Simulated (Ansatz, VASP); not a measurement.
# BiTe: VASP beside Ansatz

File INCAR:

```
SYSTEM = BiTe
PREC = Accurate ; ENCUT = 520
EDIFF = 1E-6 ; ISMEAR = 0
SIGMA = 0.1 ; LREAL = .False.
LASPH = .True. ; NELM = 60
ALGO = Normal ; ISIF = 2
LWAVE = .False. ; LCHARG = .True.
GGA = PE ; LELF = .True.
LVHAR = .True. ; NBANDS = 18
```

The input KPOINTS:

```
Automatic mesh
0
Gamma
  10 10 10
  0 0 0
```

Contents of POSCAR:

```
BiTe
1.0
    0.0000000000      3.2350000000      3.2350000000
    3.2350000000      0.0000000000      3.2350000000
    3.2350000000      3.2350000000      0.0000000000
Bi Te
1 1
Direct
    0.0000000000      0.0000000000      0.0000000000
    0.5000000000      0.5000000000      0.5000000000
```

Input for Ansatz:

```yaml
crystal:
  lattice:
    - [0.0, 3.235, 3.235]
    - [3.235, 0.0, 3.235]
    - [3.235, 3.235, 0.0]
  atoms:
    - { symbol: Bi, position: [0.0, 0.0, 0.0] }
    - { symbol: Te, position: [0.5, 0.5, 0.5] }
basis:
  ecutwfc: 420
kpoints:
  mp_grid: { grid: [10, 10, 10] }
hamiltonian:
  xc: pbe
scf:
  occupations: { method: gaussian, width: 0.1 }
output:
  forces: true
  stress: true
  eigenvalues: true
```

Alike in both runs: task single point; functional PBE; k mesh 10 × 10 × 10; occupations gaussian, width 0.1 eV; no spin polarisation.

|  | VASP | Ansatz |
| --- | --- | --- |
| version | VASP 6.6.1 | Ansatz 0.2.0 |
| potentials or method | VASP PAW PBE potentials, release 64 (Bi_d, Te), cutoff 520 eV | scalar-relativistic, plane waves, PAW |
| valence electrons in the cell | 21 | 31 |

|  | VASP | Ansatz | Ansatz less VASP |
| --- | --- | --- | --- |
| gap on the k mesh at the Fermi level (eV) | none | none | - |
| pressure (GPa) | 0.7 | 0.8 | +0.08 |

A gap of «none» marks a metal or a gap that the smearing closes. With one functional, cell and mesh, what is left measures potentials, basis and numerics. VASP's potentials hold 21 valence electrons a cell and Ansatz's 31, so a difference there can come from the potentials and not from the codes.

Neither program's run includes spin-orbit coupling.
